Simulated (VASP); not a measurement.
# NbAg4 (P-3m1) in VASP: further runs

NbAg4 is run at these levels: PBE; tasks: single point, relaxation of cell and atoms.

All numbers are computed with VASP 6.6.1; they aren't measurements. Logs are shortened: lines on timing, memory, paths and dates and some standing lists are left out, and cuts for length are marked.

## (1) The cell of the first run

It takes space group P-3m1 (No. 164, trigonal). The conventional cell has a = 3.156 Å, b = 3.156 Å, c = 10.149 Å, α = 90.00°, β = 90.00°, γ = 120.00°. Nb (site symmetry -3m) has 6 Ag at 2.27 Å within 3.0 Å. Ag (site symmetry 3m) has 3 Nb at 2.27 Å and 12 Ag at 3.06 to 3.28 Å within 3.3 Å. Within 4.0 Å of Ag (site symmetry 3m) lie 12 Ag at 3.06 to 3.16 Å.

The cell was built from a structure type or drawn by symmetry, and may not be a known phase.

## (2) Single point, PBE

Input file INCAR:

```
SYSTEM = NbAg4
PREC     = Accurate       ! precision mode
ENCUT    = 520            ! plane-wave cutoff, eV
EDIFF    = 1E-6           ! SCF threshold, eV
ISMEAR   = 0              ! smearing method
SIGMA    = 0.1            ! smearing width, eV
LREAL    = .FALSE.        ! projectors in reciprocal space
LASPH    = .TRUE.         ! aspherical terms in the spheres
NELM     = 100            ! most SCF steps
ALGO     = Normal         ! electronic algorithm
ISIF     = 2              ! what is computed and relaxed
LWAVE    = .FALSE.        ! write WAVECAR
LCHARG   = .FALSE.        ! write CHGCAR
GGA      = PE             ! functional
NBANDS   = 36             ! bands
```

Input file KPOINTS:

```
regular mesh
0
G
  6 6 2
  0 0 0
```

Input file POSCAR:

```
NbAg4
1.0
    3.1563931100      0.0000000000      0.0000000000
   -1.5781965600      2.7335166200      0.0000000000
    0.0000000000      0.0000000000     10.1493232800
Nb Ag
1 4
Direct
    0.0000000000      0.0000000000      0.0000000000
    0.3333333300      0.6666666700      0.8658552800
    0.3333333300      0.6666666700      0.3767953500
    0.6666666700      0.3333333300      0.1341447200
    0.6666666700      0.3333333300      0.6232046500
```

Potentials or basis: VASP PAW PBE potentials, release 64 (Nb_sv, Ag).

Run with:

```sh
$ cat potpaw_PBE.64/Nb_sv/POTCAR potpaw_PBE.64/Ag/POTCAR > POTCAR
$ mpirun -np 1 vasp_std > vasp.out
```

OUTCAR:

```text
SYSTEM = NbAg4
   PREC = Accurate
   ENCUT = 520
   EDIFF = 1E-6
   ISMEAR = 0
   LREAL = .FALSE.
   LASPH = .TRUE.
   NELM = 100
   ISIF = 2
   GGA = PE

 ion  position               nearest neighbor table
   1  0.000  0.000  0.000-   2 2.27   4 2.27   4 2.27   2 2.27   4 2.27   2 2.27
   2  0.333  0.667  0.866-   1 2.27   1 2.27   1 2.27   5 3.06   5 3.06   5 3.06   4 3.28   4 3.28
                             4 3.28
   3  0.333  0.667  0.377-   4 3.06   4 3.06   4 3.06   5 3.09   5 3.09   5 3.09
   4  0.667  0.333  0.134-   1 2.27   1 2.27   1 2.27   3 3.06   3 3.06   3 3.06   2 3.28   2 3.28
                             2 3.28
   5  0.667  0.333  0.623-   2 3.06   2 3.06   2 3.06   3 3.09   3 3.09   3 3.09

  LATTYP: Found a hexagonal cell.
 ALAT       =     3.1563931100
 C/A-ratio  =     3.2154813822

  Lattice vectors:

 A1 = (   3.1563931100,   0.0000000000,   0.0000000000)
 A2 = (  -1.5781965600,   2.7335166200,   0.0000000000)
 A3 = (   0.0000000000,   0.0000000000,  10.1493232800)

Analysis of symmetry for initial positions (statically):
=====================================================================
 Subroutine PRICEL returns:
 Original cell was already a primitive cell.

 Routine SETGRP: Setting up the symmetry group for a
 hexagonal supercell.

 Subroutine GETGRP returns: Found 12 space group operations
 (whereof 12 operations were pure point group operations)
 out of a pool of 24 trial point group operations.

The static configuration has the point symmetry D_3d.

Analysis of symmetry for dynamics (positions and initial velocities):
=====================================================================
 Subroutine PRICEL returns:
 Original cell was already a primitive cell.

 Routine SETGRP: Setting up the symmetry group for a
 hexagonal supercell.

 Subroutine GETGRP returns: Found 12 space group operations
 (whereof 12 operations were pure point group operations)
 out of a pool of 24 trial point group operations.

The dynamic configuration has the point symmetry D_3d.

 Subroutine INISYM returns: Found 12 space group operations
 (whereof 12 operations are pure point group operations),
 and found     1 'primitive' translations

----------------------------------------------------------------------------------------

                                     Primitive cell

[... 84 lines left out ...]
   NELM   =    100;   NELMIN=  2; NELMDL= -5     # of ELM steps
   EDIFF  = 0.1E-05   stopping-criterion for ELM
   LREAL  =      F    real-space projection
   EDIFFG = 0.1E-04   stopping-criterion for IOM
   NSW    =      0    number of steps for IOM
   IBRION =     -1    ionic relax: 0-MD 1-quasi-New 2-CG
   NFREE  =      0    steps in history (QN), initial steepest desc. (CG)
   ISIF   =      2    stress and relaxation
   ISYM   =      2    0-nonsym 1-usesym 2-fastsym
   POTIM  = 0.5000    time-step for ionic-motion
   TEBEG  =    0.0;   TEEND  =   0.0 temperature during run
   PSTRESS=    0.0 pullay stress
   NELECT =      57.0000    total number of electrons
   NUPDOWN=      -1.0000    fix difference up-down
   EMIN   =  10.00;   EMAX   =-10.00  energy-range for DOS
   EFERMI =   0.00;   METHOD = LEGACY
   ISMEAR =     0;   SIGMA  =   0.10  broadening in eV -4-tet -1-fermi 0-gaus
   EFERMI_NEDOS =   21; number of points for ismear=-14 and -15
   IALGO  =     38    algorithm
   IMIX   =      4    mixing-type and parameters
     AMIX     =   0.40;   BMIX     =  1.00
     AMIX_MAG =   1.60;   BMIX_MAG =  1.00
  volume/ion in A,a.u.               =      17.51       118.19
  Fermi-wavevector in a.u.,A,eV,Ry     =   1.418785  2.681114 27.387846  2.012950
  Thomas-Fermi vector in A             =   2.539874
   LORBIT       =      0    0 simple, 1 ext, 2 COOP (PROOUT), +10 PAW based schemes
   GGA     = PE    functional components
   LHFCALC =     F    Hartree Fock is set to
   AEXX    =    0.0000 exact exchange contribution
   IVDW    =     0    specifies the selected vdW correction
   LEPSILON=     F    determine dielectric tensor
   LRPA    =     F    only Hartree local field effects (RPA)
 non-spin polarized calculation
 Gauss-broadening in eV      SIGMA  =   0.10
  energy-cutoff  :      520.00
  volume of cell :       87.57
 maximum number of plane-waves:      2382
 NGX is ok and might be reduce to    24
   NGX = 11   NGY = 11   NGZ = 37

 number of electron      56.9999991 magnetization

 Free energy of the ion-electron system (eV)
  ---------------------------------------------------
  ext. energy  EPLUGINS =         0.00000000
  ---------------------------------------------------
  free energy    TOTEN  =       -11.76080680 eV

  energy without entropy =      -11.74307205  energy(sigma->0) =      -11.75193942

 E-fermi :   9.2087     XC(G=0): -11.9924

 val. band max:        9.1988498516   @ k =   0.5000   0.0000   0.0000
 cond. band min:       9.2756249362   @ k =   0.3333   0.1667   0.5000
 fundamental gap:      0.0767750847
 Fermi energy:         9.2087247080

 k-point     1 :       0.0000    0.0000    0.0000
  band No.  band energies     occupation
      1     -46.1838      2.00000
      2     -22.6933      2.00000
      3     -22.2550      2.00000
      4     -22.2550      2.00000
      5       0.7222      2.00000
      6       0.9477      2.00000
[... 535 lines left out ...]
     35      12.6874      0.00000
     36      14.5674      0.00000

------------------------ aborting loop because EDIFF is reached ----------------------------------------

  FORCE on cell =-STRESS in cart. coord.  units (eV):
  Direction    XX          YY          ZZ          XY          YZ          ZX
  --------------------------------------------------------------------------------------
  -------------------------------------------------------------------------------------
  Total       27.1057255     27.1057256     28.0255380     -0.0000000     -0.0000000      0.0000000
  in kB      495.9315375    495.9315384    512.7606030     -0.0000009     -0.0000000      0.0000000
  external PRESSURE =     501.5412263 kB  Pullay stress =       0.0000000 kB

 VOLUME and BASIS-vectors are now :
 -----------------------------------------------------------------------------
  energy-cutoff  :      520.00
  volume of cell :       87.57
      direct lattice vectors                 reciprocal lattice vectors
     3.156393110  0.000000000  0.000000000     0.316817318  0.182914564  0.000000000
    -1.578196560  2.733516620  0.000000000     0.000000000  0.365829127  0.000000000
     0.000000000  0.000000000 10.149323280     0.000000000  0.000000000  0.098528737

 POSITION                                       TOTAL-FORCE (eV/Angst)
 -----------------------------------------------------------------------------------
      0.00000      0.00000      0.00000         0.000000      0.000000     -0.000000
     -0.00000      1.82234      8.78785         0.000000     -0.000000    -11.583446
     -0.00000      1.82234      3.82422         0.000000     -0.000000      0.358396
      1.57820      0.91117      1.36148        -0.000000      0.000000     11.583446
      1.57820      0.91117      6.32511        -0.000000      0.000000     -0.358396
 -----------------------------------------------------------------------------------
    total drift:                               -0.000000     -0.000000     -0.000000

  FREE ENERGIE OF THE ION-ELECTRON SYSTEM (eV)
  ---------------------------------------------------
  free  energy   TOTEN  =       -11.7608067963 eV

  energy  without entropy=      -11.7430720535  energy(sigma->0) =      -11.75193942
```

stdout:

```text
POSCAR found type information on POSCAR NbAg
 POSCAR found :  2 types and       5 ions
 scaLAPACK will be used
 LDA part: xc-table for (Slater+PW92), standard interpolation
 POSCAR, INCAR and KPOINTS ok, starting setup
 FFT: planning ... GRIDC
 FFT: planning ... GRID_SOFT
 FFT: planning ... GRID
 WAVECAR not read
 entering main loop
```

It took 20 s on 1 thread of AMD EPYC 9R45 (Zen 5), shared host; peak memory 0.18 GiB.

Results:

```
Free energy            : -11.7608 eV
Pressure               : 50.2 GPa
Largest force          : 11.583 eV/Å
Band gap on the k mesh : zero (an odd number of electrons rules out a gap without spin polarisation)
```

Forces in eV/Å, atoms in the order of the input:
```
Nb    0.000   0.000   0.000
Ag    0.000   0.000 -11.583
Ag    0.000   0.000   0.358
Ag    0.000   0.000  11.583
Ag    0.000   0.000  -0.358
```

Stress tensor (GPa, compression positive):
```
49.59  0.00  0.00
 0.00 49.59  0.00
 0.00  0.00 51.28
```

Caveat: the k points lie up to 0.38 Å⁻¹ apart, too coarse for converged energies and pressures of a metal; forces of over 1 eV/Å act on the atoms, so gaps and moduli don't describe the material at rest.

## (3) Single point, PBE

This run uses another cell than the first one, of 17.82 Å³/atom.

Input file INCAR:

```
SYSTEM = NbAg4
  ALGO = Fast
  EDIFF = 1E-6
  ENCUT = 520
  GGA = PE
  ISIF = 2
  ISMEAR = 0
  LASPH = .TRUE.
  LCHARG = .FALSE.
  LREAL = .FALSE.
  LWAVE = .FALSE.
  NBANDS = 36
  NELM = 60
  PREC = Accurate
  SIGMA = 0.1
```

Input file KPOINTS:

```
k-points
0
G
  6 6 2
  0 0 0
```

Input file POSCAR:

```
NbAg4
1.0
    2.9160479526      0.0000000027      0.0000000000
   -1.4580239786      2.5253716043      0.0000000000
    0.0000000000      0.0000000000     12.1025144516
Nb Ag
1 4
Direct
    0.0000000000      0.0000000000      0.0000000000
    0.3333333333      0.6666666667      0.7971175997
    0.3333333333      0.6666666667      0.4011259283
    0.6666666667      0.3333333333      0.2028824003
    0.6666666667      0.3333333333      0.5988740717
```

Potentials or basis: VASP PAW PBE potentials, release 64 (Nb_sv, Ag).

Run with:

```sh
$ cat potpaw_PBE.64/Nb_sv/POTCAR potpaw_PBE.64/Ag/POTCAR > POTCAR
$ mpirun -np 1 vasp_std > vasp.out
```

OUTCAR:

```text
SYSTEM = NbAg4
   EDIFF = 1E-6
   ENCUT = 520
   GGA = PE
   ISIF = 2
   ISMEAR = 0
   LASPH = .TRUE.
   LREAL = .FALSE.
   NELM = 60
   PREC = Accurate

 ion  position               nearest neighbor table
   1  0.000  0.000  0.000-   2 2.98   4 2.98   4 2.98   2 2.98   4 2.98   2 2.98
   2  0.333  0.667  0.797-   5 2.93   5 2.93   5 2.93   1 2.98   1 2.98   1 2.98
   3  0.333  0.667  0.401-   5 2.93   5 2.93   5 2.93   4 2.93   4 2.93   4 2.93
[... 741 lines left out ...]
  --------------------------------------------------------------------------------------
  -------------------------------------------------------------------------------------
  Total       -0.0735441     -0.0735441     -0.0611622     -0.0000000      0.0000000      0.0000000
  in kB       -1.3220952     -1.3220952     -1.0995065     -0.0000000      0.0000000      0.0000000
  external PRESSURE =      -1.2478990 kB  Pullay stress =       0.0000000 kB

 VOLUME and BASIS-vectors are now :
 -----------------------------------------------------------------------------
  energy-cutoff  :      520.00
  volume of cell :       89.12
      direct lattice vectors                 reciprocal lattice vectors
     2.916047953  0.000000003  0.000000000     0.342929889  0.197990664  0.000000000
    -1.458023979  2.525371604  0.000000000    -0.000000000  0.395981327  0.000000000
     0.000000000  0.000000000 12.102514452     0.000000000  0.000000000  0.082627458

 POSITION                                       TOTAL-FORCE (eV/Angst)
 -----------------------------------------------------------------------------------
      0.00000      0.00000      0.00000        -0.000000      0.000000     -0.000000
     -0.00000      1.68358      9.64713         0.000000     -0.000000     -0.001717
     -0.00000      1.68358      4.85463         0.000000     -0.000000     -0.004386
      1.45802      0.84179      2.45539        -0.000000      0.000000      0.001717
      1.45802      0.84179      7.24788        -0.000000      0.000000      0.004386
 -----------------------------------------------------------------------------------
    total drift:                               -0.000000      0.000000      0.000000

  FREE ENERGIE OF THE ION-ELECTRON SYSTEM (eV)
  ---------------------------------------------------
  free  energy   TOTEN  =       -20.4494145800 eV

  energy  without entropy=      -20.4417054735  energy(sigma->0) =      -20.44556003
```

stdout:

```text
POSCAR found type information on POSCAR NbAg
 POSCAR found :  2 types and       5 ions
 scaLAPACK will be used
 LDA part: xc-table for (Slater+PW92), standard interpolation
 POSCAR, INCAR and KPOINTS ok, starting setup
 FFT: planning ... GRIDC
 FFT: planning ... GRID_SOFT
 FFT: planning ... GRID
 WAVECAR not read
 entering main loop
WARNING in EDDRMM: call to ZHEGV failed, returncode =   8  4     13
WARNING in EDDRMM: call to ZHEGV failed, returncode =   8  4     10
WARNING in EDDRMM: call to ZHEGV failed, returncode =   6  3      9
WARNING in EDDRMM: call to ZHEGV failed, returncode =   6  3     31
```

Run time: 37 s. Hardware: 1 thread of AMD EPYC 9R45 (Zen 5), shared host; peak memory 0.2 GiB.

Results:

* Free energy: -20.4494 eV
* Pressure: -0.1 GPa
* Largest force: 0.004 eV/Å
* Band gap on the k mesh: zero (an odd number of electrons rules out a gap without spin polarisation)

Forces in eV/Å, atoms in the order of the input:
```
Nb   0.000  0.000  0.000
Ag   0.000  0.000 -0.002
Ag   0.000  0.000 -0.004
Ag   0.000  0.000  0.002
Ag   0.000  0.000  0.004
```

Caveat: the k points lie up to 0.41 Å⁻¹ apart, too coarse for converged energies and pressures of a metal.

(Part 1 of 3 ends here.)
